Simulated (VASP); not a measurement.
Write the native input for VASP 6.6.1 that does the following.

```yaml
Task: single point
Functional: PBEsol
Potentials_or_basis: VASP PAW PBE potentials, release 64 (Ni, Sb)
Cutoff: 520 eV
k_mesh: 12 × 12 × 8
Occupations: gaussian, width 0.1 eV
Spin: no spin polarisation
Dipole_correction: no
Further_INCAR_settings: ALGO = Normal; EDIFF = 1e-06; NBANDS = 23
```

The structure of NiSb lies in POSCAR:

```
NiSb
1.0
    3.9367924919      0.0000000000      0.0000000000
   -1.9683962460      3.4093623074      0.0000000000
    0.0000000000      0.0000000000      5.0974354980
Ni Sb
2 2
Direct
    0.0000000000      0.0000000000      0.0000000000
    0.0000000000      0.0000000000      0.5000000000
    0.3333333333      0.6666666667      0.2500000000
    0.6666666667      0.3333333333      0.7500000000
```

The input as run:

INCAR

```
SYSTEM = NiSb
PREC = Accurate
ENCUT = 520
EDIFF = 1E-6
ISMEAR = 0
SIGMA = 0.1
LREAL = .FALSE.
LASPH = .TRUE.
NELM = 60
ALGO = Normal
ISIF = 2
LWAVE = .FALSE.
LCHARG = .FALSE.
GGA = PS
NBANDS = 23
```

KPOINTS

```
Automatic mesh
0
G
  12 12 8
  0 0 0
```

Potentials or basis: VASP PAW PBE potentials, release 64 (Ni, Sb).

Launch:

```bash
$ cat potpaw_PBE.64/Ni/POTCAR potpaw_PBE.64/Sb/POTCAR > POTCAR
$ mpirun -np 1 vasp_std > vasp.out
```

Results of the run:

```json
{
 "Pressure": "-1.9 GPa",
 "Band gap on the k mesh": "zero (band 15 reaches 11.96 eV, above the bottom of band 16 at 8.62 eV)"
}
```

Caveat: the PAW data sets were made with another functional, which shifts forces and pressure a little; spin-orbit coupling is left out, which moves the levels of the heavy elements.

Run time: 2.4 min on 1 thread of Intel(R) Xeon(R) Platinum 8259CL CPU @ 2.50GHz (Skylake/Cascade Lake), with other jobs on the host, peak memory 0.27 GiB.
